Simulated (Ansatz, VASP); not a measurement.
**AlN in VASP and in Ansatz**

```
CELL_PARAMETERS angstrom
3.29215 0.00000 0.00000
-1.64607 2.85108 0.00000
0.00000 0.00000 4.13718
ATOMIC_POSITIONS crystal
Al 0.33333 0.66667 0.25000
Al 0.66667 0.33333 0.75000
N 0.33333 0.66667 0.75000
N 0.66667 0.33333 0.25000
```

Alike in both runs: task single point; functional r2SCAN; k mesh 12 × 12 × 6; occupations gaussian, width 0.02 eV; no spin polarisation.

|  | VASP | Ansatz |
| --- | --- | --- |
| version | VASP 6.6.1 | Ansatz 0.2.0 |
| potentials or method | VASP PAW PBE potentials, release 64 (Al, N), cutoff 520 eV | scalar-relativistic, plane waves, PAW |
| valence electrons in the cell | 16 | 16 |

```csv
,VASP,Ansatz,Ansatz less VASP
gap on the k mesh at the Fermi level (eV),4.06,4.03,-0.031
least direct gap on the mesh (eV),4.06,4.03,-0.031
pressure (GPa),-0.6,0.0,+0.58
"traceless stress, the component that is largest in VASP (GPa)",-0.26,-0.02,+0.233
```

VASP's potentials were made for PBE, not for r2SCAN.
